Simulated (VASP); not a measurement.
Input of a VASP 6.6.1 run:

File INCAR:

```
PREC = Accurate ; ENCUT = 520
EDIFF = 1E-7 ; ISMEAR = -1
SIGMA = 0.02 ; LREAL = F
LASPH = T ; NELM = 80
ALGO = Normal ; ISIF = 2
LWAVE = F ; LCHARG = F
GGA = PE ; NBANDS = 15
```

File KPOINTS:

```
Automatic mesh
0
Gamma
  11 11 11
```

Contents of POSCAR:

```
CaO
1.0
   -0.0734700000      2.4122650000      2.4122650000
    2.4122650000     -0.0734700000      2.4122650000
    2.4122650000      2.4122650000     -0.0734700000
Ca O
1 1
Direct
    0.0000000000      0.0000000000      0.0000000000
    0.5000000000      0.5000000000      0.5000000000
```

Potentials or basis: VASP PAW PBE potentials, release 64 (Ca_sv, O).

Run with:

```sh
$ cat potpaw_PBE.64/Ca_sv/POTCAR potpaw_PBE.64/O/POTCAR > POTCAR
$ mpirun -np 1 vasp_std > vasp.out
```

(1) What does it give for the band gap on the k mesh?

(2) Estimate the pressure.

Results:

(1) 3.57 eV, indirect (least direct gap 3.98 eV).

(2) -3.5 GPa.

Caveat: the cell differs from its parent crystal (equal xy, yz and zx shear strains of -3 %).
